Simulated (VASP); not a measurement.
# GaN (I4/mmm) in VASP: single point with r2SCAN

Aim: the single point of GaN with r2SCAN.

All numbers are computed with VASP 6.6.1; they aren't measurements. Logs are shortened: lines on timing, memory, paths and dates and some standing lists are left out, and cuts for length are marked.

## (1) The cell of the first run

The structure is tetragonal, space group I4/mmm (No. 139). Conventional cell: a = 2.982 Å, b = 2.982 Å, c = 4.123 Å, α = 90.00°, β = 90.00°, γ = 90.00°. Ga (site symmetry 4/mmm) has 6 N at 2.06 to 2.11 Å within 2.7 Å. N (site symmetry 4/mmm) has 6 Ga at 2.06 to 2.11 Å within 2.7 Å.

## (2) Single point, r2SCAN (uniaxial x strain -2.2%)

POSCAR reads:

```
GaN
1.0
    0.0000000000      2.1085152350      2.1085152350
    2.0617061967      0.0000000000      2.1085152350
    2.0617061967      2.1085152350      0.0000000000
Ga N
1 1
Direct
    0.0000000000      0.0000000000      0.0000000000
    0.5000000000      0.5000000000      0.5000000000
```

INCAR.step1 reads:

```
SYSTEM = GaN
PREC     = Accurate       ! precision mode
ENCUT    = 1460           ! plane-wave cutoff, eV
ISMEAR   = 0              ! smearing method
SIGMA    = 0.01           ! smearing width, eV
LREAL    = .FALSE.        ! projectors in reciprocal space
LASPH    = .TRUE.         ! aspherical terms in the spheres
NELM     = 120            ! most SCF steps
NBANDS   = 16             ! bands
GGA      = PE             ! functional
ALGO     = Normal         ! electronic algorithm
EDIFF    = 1E-5           ! SCF threshold, eV
LWAVE    = .TRUE.         ! write WAVECAR
LCHARG   = .FALSE.        ! write CHGCAR
GGA_COMPAT= .FALSE.
```

INCAR.step2 reads:

```
SYSTEM = GaN
PREC     = Accurate       ! precision mode
ENCUT    = 1460           ! plane-wave cutoff, eV
EDIFF    = 1E-6           ! SCF threshold, eV
ISMEAR   = 0              ! smearing method
SIGMA    = 0.01           ! smearing width, eV
LREAL    = .FALSE.        ! projectors in reciprocal space
LASPH    = .TRUE.         ! aspherical terms in the spheres
NELM     = 120            ! most SCF steps
ALGO     = Normal         ! electronic algorithm
ISIF     = 2              ! what is computed and relaxed
LWAVE    = .FALSE.        ! write WAVECAR
LCHARG   = .FALSE.        ! write CHGCAR
METAGGA  = R2SCAN         ! meta-GGA
LMIXTAU  = .TRUE.       
NBANDS   = 16             ! bands
ISTART   = 1            
GGA_COMPAT= .FALSE.
```

KPOINTS reads:

```
Automatic mesh
0
G
  10 10 10
  0 0 0
```

Potentials or basis: VASP PAW PBE potentials, release 64 (Ga_d, N_h).

Launch:

```console
> cat potpaw_PBE.64/Ga_d/POTCAR potpaw_PBE.64/N_h/POTCAR > POTCAR
> cp INCAR.step1 INCAR
> mpirun -np 1 vasp_std > vasp.out
> cp INCAR.step2 INCAR
> mpirun -np 1 vasp_std > vasp.out
```

OUTCAR:

```text
SYSTEM = GaN
   PREC = Accurate
   ENCUT = 1460
   EDIFF = 1E-6
   ISMEAR = 0
   LREAL = .FALSE.
   LASPH = .TRUE.
   NELM = 120
   ISIF = 2
   METAGGA = R2SCAN
   ISTART = 1

 ion  position               nearest neighbor table
   1  0.000  0.000  0.000-   2 2.06   2 2.06   2 2.11   2 2.11   2 2.11   2 2.11
   2  0.500  0.500  0.500-   1 2.06   1 2.06   1 2.11   1 2.11   1 2.11   1 2.11

  LATTYP: Found a body centered tetragonal cell.
 ALAT       =     2.9818908418
 C/A-ratio  =     1.3828180212

  Lattice vectors:

 A1 = (  -2.0617061967,   0.0000000000,  -2.1085152350)
 A2 = (  -2.0617061967,   0.0000000000,   2.1085152350)
 A3 = (   2.0617061967,   2.1085152350,   0.0000000000)

Analysis of symmetry for initial positions (statically):
=====================================================================
 Subroutine PRICEL returns:
 Original cell was already a primitive cell.

 Routine SETGRP: Setting up the symmetry group for a
 body centered tetragonal supercell.

 Subroutine GETGRP returns: Found 16 space group operations
 (whereof 16 operations were pure point group operations)
 out of a pool of 16 trial point group operations.

The static configuration has the point symmetry D_4h.

Analysis of symmetry for dynamics (positions and initial velocities):
=====================================================================
 Subroutine PRICEL returns:
 Original cell was already a primitive cell.

 Routine SETGRP: Setting up the symmetry group for a
 body centered tetragonal supercell.

 Subroutine GETGRP returns: Found 16 space group operations
 (whereof 16 operations were pure point group operations)
 out of a pool of 16 trial point group operations.

The dynamic configuration has the point symmetry D_4h.

 Subroutine INISYM returns: Found 16 space group operations
 (whereof 16 operations are pure point group operations),
 and found     1 'primitive' translations

----------------------------------------------------------------------------------------

                                     Primitive cell

  volume of cell :      18.3320

  direct lattice vectors                    reciprocal lattice vectors
     0.000000000  2.108515235  2.108515235    -0.242517581  0.237133691  0.237133691
     2.061706197  0.000000000  2.108515235     0.242517581 -0.237133691  0.237133691
     2.061706197  2.108515235  0.000000000     0.242517581  0.237133691 -0.237133691

  length of vectors
     2.981890842  2.948977609  2.948977609     0.413859338  0.413859338  0.413859338

  position of ions in fractional coordinates (direct lattice)
     0.000000000  0.000000000  0.000000000
     0.500000000  0.500000000  0.500000000

  ion indices of the primitive-cell ions
   primitive index   ion index
                 1           1
                 2           2

----------------------------------------------------------------------------------------

 KPOINTS: Automatic mesh

Automatic generation of k-mesh.
 Grid dimensions read from file:
 generate k-points for:   10   10   10

 Generating k-lattice:

  Cartesian coordinates                     Fractional coordinates (reciprocal lattice)
    -0.024251758  0.023713369  0.023713369     0.100000000 -0.000000000 -0.000000000
     0.024251758 -0.023713369  0.023713369     0.000000000  0.100000000  0.000000000
     0.024251758  0.023713369 -0.023713369     0.000000000  0.000000000  0.100000000

  Length of vectors
     0.041385934  0.041385934  0.041385934

  Shift w.r.t. Gamma in fractional coordinates (k-lattice)
     0.000000000  0.000000000  0.000000000

 Subroutine IBZKPT returns following result:
 ===========================================

 Found    102 irreducible k-points:

 Following reciprocal coordinates:
            Coordinates               Weight
  0.000000  0.000000  0.000000      1.000000
  0.100000 -0.000000 -0.000000      8.000000
  0.200000 -0.000000 -0.000000      8.000000
  0.300000  0.000000  0.000000      8.000000
  0.400000  0.000000  0.000000      8.000000
  0.500000  0.000000  0.000000      4.000000
[... 16 lines left out ...]
  0.300000  0.300000  0.000000      4.000000
  0.400000  0.300000  0.000000     16.000000
 [... further k-points ...]
   k-points           NKPTS =    102   k-points in BZ     NKDIM =    102   number of bands    NBANDS=     16
   number of dos      NEDOS =    301   number of ions     NIONS =      2
   total plane-waves  NPLWV =  64000
   dimension x,y,z NGX =    40 NGY =   40 NGZ =   40
   dimension x,y,z NGXF=    80 NGYF=   80 NGZF=   80
   ions per type =               1   1
   NGX,Y,Z   is equivalent  to a cutoff of  22.30, 22.55, 22.55 a.u.
   NGXF,Y,Z  is equivalent  to a cutoff of  44.60, 45.10, 45.10 a.u.
 SYSTEM =  GaN
   PREC   = accura    normal or accurate (medium, high low for compatibility)
   ISTART =      1    job   : 0-new  1-cont  2-samecut
   ICHARG =      0    charge: 1-file 2-atom 10-const
   ISPIN  =      1    spin polarized calculation?
   LNONCOLLINEAR =      F non collinear calculations
   LSORBIT =      F    spin-orbit coupling
   LASPH  =      T    aspherical Exc in radial PAW
   ENCUT  = 1460.0 eV 107.31 Ry   10.36 a.u.   9.29  9.19  9.19*2*pi/ulx,y,z
   NELM   =    120;   NELMIN=  2; NELMDL=  0     # of ELM steps
   EDIFF  = 0.1E-05   stopping-criterion for ELM
   LREAL  =      F    real-space projection
   EDIFFG = 0.1E-04   stopping-criterion for IOM
   NSW    =      0    number of steps for IOM
   IBRION =     -1    ionic relax: 0-MD 1-quasi-New 2-CG
   NFREE  =      0    steps in history (QN), initial steepest desc. (CG)
   ISIF   =      2    stress and relaxation
   ISYM   =      2    0-nonsym 1-usesym 2-fastsym
   POTIM  = 0.5000    time-step for ionic-motion
   TEBEG  =    0.0;   TEEND  =   0.0 temperature during run
   PSTRESS=    0.0 pullay stress
   NELECT =      18.0000    total number of electrons
   NUPDOWN=      -1.0000    fix difference up-down
   EMIN   =  10.00;   EMAX   =-10.00  energy-range for DOS
   EFERMI =   0.00;   METHOD = LEGACY
   ISMEAR =     0;   SIGMA  =   0.01  broadening in eV -4-tet -1-fermi 0-gaus
   EFERMI_NEDOS =   21; number of points for ismear=-14 and -15
   IALGO  =     38    algorithm
   IMIX   =      4    mixing-type and parameters
     AMIX     =   0.40;   BMIX     =  1.00
     AMIX_MAG =   1.60;   BMIX_MAG =  1.00
  volume/ion in A,a.u.               =       9.17        61.86
  Fermi-wavevector in a.u.,A,eV,Ry     =   1.627155  3.074877 36.023237  2.647633
  Thomas-Fermi vector in A             =   2.719997
   LORBIT       =      0    0 simple, 1 ext, 2 COOP (PROOUT), +10 PAW based schemes
   METAGGA = R2SCAN    functional components
   LHFCALC =     F    Hartree Fock is set to
   AEXX    =    0.0000 exact exchange contribution
   IVDW    =     0    specifies the selected vdW correction
   LEPSILON=     F    determine dielectric tensor
   LRPA    =     F    only Hartree local field effects (RPA)
 non-spin polarized calculation
 Gauss-broadening in eV      SIGMA  =   0.01
  energy-cutoff  :     1460.00
  volume of cell :       18.33
 maximum number of plane-waves:      2341
 NGX is ok and might be reduce to    40
   NGX = 19   NGY = 19   NGZ = 19

 number of electron      18.0000001 magnetization

 Free energy of the ion-electron system (eV)
  ---------------------------------------------------
  ext. energy  EPLUGINS =         0.00000000
  ---------------------------------------------------
  free energy    TOTEN  =       -20.96453056 eV

  energy without entropy =      -20.96453056  energy(sigma->0) =      -20.96453056

 E-fermi :   8.4463     XC(G=0): -14.3538

 val. band max:        8.3937089799   @ k =  -0.2000   0.2000   0.0000
 cond. band min:       9.5580550621   @ k =   0.0000   0.5000   0.5000
 fundamental gap:      1.1643460823
 Fermi energy:         8.4463265112

 k-point     1 :       0.0000    0.0000    0.0000
  band No.  band energies     occupation
      1      -9.9713      2.00000
      2      -5.9759      2.00000
      3      -5.9759      2.00000
      4      -5.9648      2.00000
      5      -5.9143      2.00000
      6      -5.8807      2.00000
[... 8 lines left out ...]
     15      25.4382      0.00000
     16      25.7363      0.00000

 k-point     2 :       0.1000   -0.0000   -0.0000
  band No.  band energies     occupation
      1      -9.7694      2.00000
      2      -5.9816      2.00000
      3      -5.9705      2.00000
      4      -5.9589      2.00000
      5      -5.9229      2.00000
      6      -5.8975      2.00000
[... 8 lines left out ...]
     15      25.4049      0.00000
     16      25.9799      0.00000

 k-point     3 :       0.2000   -0.0000   -0.0000
  band No.  band energies     occupation
      1      -9.1849      2.00000
      2      -6.0208      2.00000
      3      -6.0068      2.00000
      4      -5.9984      2.00000
      5      -5.8803      2.00000
      6      -5.8771      2.00000
[... 8 lines left out ...]
     15      26.5038      0.00000
     16      26.6062      0.00000

 k-point     4 :       0.3000    0.0000    0.0000
  band No.  band energies     occupation
      1      -8.2987      2.00000
      2      -6.0995      2.00000
      3      -6.0843      2.00000
      4      -6.0432      2.00000
      5      -5.8167      2.00000
      6      -5.8093      2.00000
[... 8 lines left out ...]
     15      28.4396      0.00000
     16      28.4631      0.00000

 k-point     5 :       0.4000    0.0000    0.0000
  band No.  band energies     occupation
      1      -7.3207      2.00000
      2      -6.1637      2.00000
      3      -6.1534      2.00000
      4      -6.1119      2.00000
      5      -5.7649      2.00000
      6      -5.7501      2.00000
[... 8 lines left out ...]
     15      30.9436      0.00000
     16      31.0277      0.00000

 k-point     6 :       0.5000    0.0000    0.0000
  band No.  band energies     occupation
      1      -6.7772      2.00000
      2      -6.2084      2.00000
      3      -6.1881      2.00000
      4      -6.1797      2.00000
      5      -5.7448      2.00000
      6      -5.7272      2.00000
[... 8 lines left out ...]
     15      33.2414      0.00000
     16      33.2690      0.00000
[... 267 lines left out ...]
 k-point    21 :      -0.3000    0.2000    0.0000
  band No.  band energies     occupation
      1      -7.5802      2.00000
      2      -6.1151      2.00000
      3      -6.0999      2.00000
      4      -5.9839      2.00000
      5      -5.8031      2.00000
      6      -5.3026      2.00000
[... 8 lines left out ...]
     15      29.5488      0.00000
     16      30.9509      0.00000

 k-point    22 :      -0.2000    0.2000    0.0000
  band No.  band energies     occupation
      1      -8.1293      2.00000
      2      -6.0946      2.00000
      3      -6.0877      2.00000
      4      -6.0177      2.00000
      5      -5.8579      2.00000
      6      -5.6236      2.00000
[... 8 lines left out ...]
     15      28.6770      0.00000
     16      30.9447      0.00000

 k-point    23 :       0.3000    0.3000    0.0000
  band No.  band energies     occupation
      1      -8.4040      2.00000
      2      -6.0963      2.00000
      3      -5.8211      2.00000
      4      -5.8031      2.00000
      5      -5.7875      2.00000
      6      -5.4823      2.00000
[... 8 lines left out ...]
     15      33.7619      0.00000
     16      35.5721      0.00000

 k-point    24 :       0.4000    0.3000    0.0000
  band No.  band energies     occupation
      1      -8.1682      2.00000
      2      -6.1105      2.00000
      3      -5.8533      2.00000
      4      -5.7871      2.00000
      5      -5.7288      2.00000
      6      -4.8771      2.00000
[... 8 lines left out ...]
     15      34.6357      0.00000
     16      36.2389      0.00000

 [... further k-points ...]

------------------------ aborting loop because EDIFF is reached ----------------------------------------

  FORCE on cell =-STRESS in cart. coord.  units (eV):
  Direction    XX          YY          ZZ          XY          YZ          ZX
  --------------------------------------------------------------------------------------
  -------------------------------------------------------------------------------------
  Total        1.2242302      0.6117151      0.6117151      0.0000000      0.0000000      0.0000000
  in kB      106.9949857     53.4625290     53.4625290      0.0000000      0.0000000      0.0000000
  external PRESSURE =      71.3066812 kB  Pullay stress =       0.0000000 kB

 VOLUME and BASIS-vectors are now :
 -----------------------------------------------------------------------------
  energy-cutoff  :     1460.00
  volume of cell :       18.33
      direct lattice vectors                 reciprocal lattice vectors
     0.000000000  2.108515235  2.108515235    -0.242517581  0.237133691  0.237133691
     2.061706197  0.000000000  2.108515235     0.242517581 -0.237133691  0.237133691
     2.061706197  2.108515235  0.000000000     0.242517581  0.237133691 -0.237133691

 POSITION                                       TOTAL-FORCE (eV/Angst)
 -----------------------------------------------------------------------------------
      0.00000      0.00000      0.00000         0.000000     -0.000000      0.000000
      2.06171      2.10852      2.10852         0.000000      0.000000     -0.000000
 -----------------------------------------------------------------------------------
    total drift:                                0.000000     -0.000000     -0.000000

  FREE ENERGIE OF THE ION-ELECTRON SYSTEM (eV)
  ---------------------------------------------------
  free  energy   TOTEN  =       -20.9645305570 eV

  energy  without entropy=      -20.9645305570  energy(sigma->0) =      -20.96453056
```

Wall time 6.7 min (1 thread of Intel Xeon Platinum 8259CL at 2.50GHz (Skylake/Cascade Lake), shared host); peak memory 0.37 GiB.

What came out:

- Free energy: -20.9645 eV
- Pressure: 7.1 GPa
- Band gap on the k mesh: 1.16 eV (least direct gap 3.64 eV)

Stress tensor (GPa, compression positive):
```
10.70  0.00  0.00
 0.00  5.35  0.00
 0.00  0.00  5.35
```

Levels at points of the mesh, in eV from the valence-band top:
```csv
k point,band 5,band 6,band 7,band 8,band 9,band 10,band 11,band 12,band 13,band 14
"(0.00, 0.00, 0.00)",-14.31,-14.27,-0.70,-0.49,-0.49,3.16,15.58,15.58,15.76,17.04
"(0.50, 0.00, 0.00)",-14.14,-14.12,-8.50,-0.24,-0.11,5.49,9.77,10.27,10.74,17.80
"(0.50, 0.50, 0.00)",-14.05,-11.54,-7.47,-3.34,-3.02,1.40,8.64,13.27,15.78,16.52
"(0.00, 0.50, 0.50)",-14.06,-11.32,-7.41,-3.32,-3.32,1.16,8.36,13.56,15.91,15.91
```

Caveat: the cell differs from its parent crystal (uniaxial x strain -2.2%); the stress differs along the axes, from 5 to 11 GPa; the structure was generated, so it needn't be the stable form of GaN; the PAW data sets were made with another functional, which shifts forces and pressure a little.
